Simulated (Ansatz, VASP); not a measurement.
One calculation of TiAl3, two programs

File POSCAR:

```
TiAl3
1.0
   -1.9076016043      1.9076016043      4.2766308029
    1.9076016043     -1.9076016043      4.2766308029
    1.9076016043      1.9076016043     -4.2766308029
Ti Al
1 3
Direct
    0.0000000000      0.0000000000      0.0000000000
    0.5000000000      0.5000000000      0.0000000000
    0.7500000000      0.2500000000      0.5000000000
    0.2500000000      0.7500000000      0.5000000000
```

File INCAR.step1:

```
SYSTEM = TiAl3
  ALGO = Normal
  EDIFF = 1E-4
  ENCUT = 520
  GGA = PE
  ISMEAR = 0
  LASPH = .True.
  LCHARG = .False.
  LREAL = .False.
  LWAVE = .True.
  NBANDS = 18
  NELM = 60
  PREC = Accurate
  SIGMA = 0.1
```

Contents of INCAR.step2:

```
SYSTEM = TiAl3
  ALGO = Normal
  EDIFF = 1E-6
  ENCUT = 520
  ISIF = 2
  ISMEAR = 0
  ISTART = 1
  LASPH = .True.
  LCHARG = .True.
  LELF = .True.
  LMIXTAU = .True.
  LREAL = .False.
  LVHAR = .True.
  LWAVE = .False.
  METAGGA = R2SCAN
  NBANDS = 18
  NELM = 60
  PREC = Accurate
  SIGMA = 0.1
```

File KPOINTS:

```
k-points
0
Gamma
  16 16 16
  0 0 0
```

Input for Ansatz:

```yaml
crystal:
  lattice:
    - [-1.9076016043, 1.9076016043, 4.2766308029]
    - [1.9076016043, -1.9076016043, 4.2766308029]
    - [1.9076016043, 1.9076016043, -4.2766308029]
  atoms:
    - { symbol: Ti, position: [0.0, 0.0, 0.0] }
    - { symbol: Al, position: [0.5, 0.5, 0.0] }
    - { symbol: Al, position: [0.75, 0.25, 0.5] }
    - { symbol: Al, position: [0.25, 0.75, 0.5] }
basis:
  ecutwfc: 500
kpoints:
  mp_grid: { grid: [16, 16, 16] }
hamiltonian:
  xc: r2scan
  pseudopotentials: { kind: paw, azcp: { folder: soft_1 } }
scf:
  occupations: { method: gaussian, width: 0.1 }
output:
  forces: true
  stress: true
  eigenvalues: true
```

Alike in both runs: task single point; functional r2SCAN; k mesh 16 × 16 × 16; occupations gaussian, width 0.1 eV; no spin polarisation.

|  | VASP | Ansatz |
| --- | --- | --- |
| version | VASP 6.6.1 | Ansatz 0.2.0 |
| potentials or method | VASP PAW PBE potentials, release 64 (Ti_sv, Al), cutoff 520 eV | scalar-relativistic, plane waves, PAW |
| valence electrons in the cell | 21 | 21 |

Ansatz gave:

| Property | Result |
| --- | --- |
| gap on the k mesh at the Fermi level (eV) | none |
| pressure (GPa) | 0.6 |
| traceless stress, the component that is largest in VASP (GPa) | -0.17 |

Problem. What did VASP give for the same quantities?

Solution. gap on the k mesh at the Fermi level (eV): none; pressure (GPa): 0.6; traceless stress, the component that is largest in VASP (GPa): -0.15.

VASP's potentials were made for PBE, not for r2SCAN. A gap of «none» marks a metal or a gap that the smearing closes. With one functional, cell and mesh, what is left measures potentials, basis and numerics.
